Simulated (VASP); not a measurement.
A run of VASP 6.6.1 is set up as follows.

File POSCAR:

```
As
1.0
    1.7950784285      1.0363890139      5.0542643309
   -1.7950784285      1.0363890139      5.0542643309
    0.0000000000     -2.0727780278      5.0542643309
As
2
Direct
    0.7883402482      0.7883402482      0.7883402482
    0.2116597518      0.2116597518      0.2116597518
```

File INCAR.step1:

```
SYSTEM = As
ALGO     = Normal         ! electronic algorithm
EDIFF    = 1E-4           ! SCF threshold, eV
ENCUT    = 520            ! plane-wave cutoff, eV
GGA      = PE             ! functional
ISMEAR   = -1             ! smearing method
LASPH    = .TRUE.         ! aspherical terms in the spheres
LCHARG   = .FALSE.        ! write CHGCAR
LREAL    = .FALSE.        ! projectors in reciprocal space
LWAVE    = .TRUE.         ! write WAVECAR
NBANDS   = 12             ! bands
NELM     = 100            ! most SCF steps
PREC     = Accurate       ! precision mode
SIGMA    = 0.1            ! smearing width, eV
```

File INCAR.step2:

```
SYSTEM = As
ALGO     = Normal         ! electronic algorithm
EDIFF    = 1E-7           ! SCF threshold, eV
ENCUT    = 520            ! plane-wave cutoff, eV
ISIF     = 2              ! what is computed and relaxed
ISMEAR   = -1             ! smearing method
ISTART   = 1            
LASPH    = .TRUE.         ! aspherical terms in the spheres
LCHARG   = .FALSE.        ! write CHGCAR
LMIXTAU  = .TRUE.       
LREAL    = .FALSE.        ! projectors in reciprocal space
LWAVE    = .FALSE.        ! write WAVECAR
METAGGA  = R2SCAN         ! meta-GGA
NBANDS   = 12             ! bands
NELM     = 100            ! most SCF steps
PREC     = Accurate       ! precision mode
SIGMA    = 0.1            ! smearing width, eV
```

The input KPOINTS:

```
k-points
0
G
  10 10 10
  0 0 0
```

Potentials or basis: VASP PAW PBE potentials, release 64 (As).

Run with:

```sh
$ cat potpaw_PBE.64/As/POTCAR > POTCAR
$ cp INCAR.step1 INCAR
$ mpirun -np 1 vasp_std > vasp.out
$ cp INCAR.step2 INCAR
$ mpirun -np 1 vasp_std > vasp.out
```

(1) Predict the pressure.

(2) Estimate the band gap on the k mesh.

(3) What does it give for the largest force?

Answers

(1) 0.1 GPa.

(2) 0.60 eV (least direct gap 1.15 eV).

(3) 0.060 eV/Å.

Caveat: semilocal functionals underestimate gaps, and a narrow one can read as zero; the PAW data sets were made with another functional, which shifts forces and pressure a little.
